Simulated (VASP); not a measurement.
# MgCd2O3: single point with PBE

The system is MgCd2O3.

```
Mg Cd O
1.0
     3.23817    0.00000    0.00000
    -1.61908    2.80434    0.00000
     0.00000    0.00000    8.09112
Mg Cd O
1 2 3
Direct
  0.00000 0.00000 0.00000
  0.66667 0.33333 0.32323
  0.33333 0.66667 0.67677
  0.66667 0.33333 0.85864
  0.33333 0.66667 0.14136
  0.00000 0.00000 0.50000
```

```
Program             : VASP 6.6.1
Task                : single point
Functional          : PBE
Potentials or basis : VASP PAW PBE potentials, release 64 (Mg, Cd, O)
Cutoff              : 520 eV
k mesh              : 12 × 12 × 4
Occupations         : gaussian, width 0.02 eV
Spin                : no spin polarisation
```

- Pressure: 0.8 GPa
- Largest force: 0.099 eV/Å
- Band gap on the k mesh: 0.58 eV, indirect (the least direct gap lies 1.4 meV higher)

Forces in eV/Å, atoms in the order of the input:
```
Mg   0.000  0.000  0.000
Cd   0.000  0.000 -0.017
Cd   0.000  0.000  0.017
O    0.000  0.000  0.099
O    0.000  0.000 -0.099
O    0.000  0.000  0.000
```

Stress tensor (GPa, compression positive):
```
0.73 0.00 0.00
0.00 0.73 0.00
0.00 0.00 0.88
```

Levels at points of the mesh, in eV from the valence-band top:
```
           k point  band 19  band 20  band 21  band 22  band 23  band 24  band 25  band 26
(0.00, 0.00, 0.00)    -0.78    -0.78     0.00     0.00     0.58     4.32     4.79     8.81
(0.50, 0.00, 0.00)    -1.19    -0.80    -0.66    -0.34     4.61     5.57     6.27     7.37
(0.00, 0.00, 0.50)    -0.42    -0.42    -0.13    -0.13     2.01     2.83     5.45     8.54
(0.50, 0.00, 0.50)    -1.53    -1.33    -0.11     0.00     4.80     5.06     6.20     7.68
```

It took 110 s on 1 thread of Intel(R) Xeon(R) Platinum 8375C CPU @ 2.90GHz (Ice Lake) (shared host), peak memory 0.27 GiB.

A hybrid or GW would open this gap; PBE tends to underestimate it.
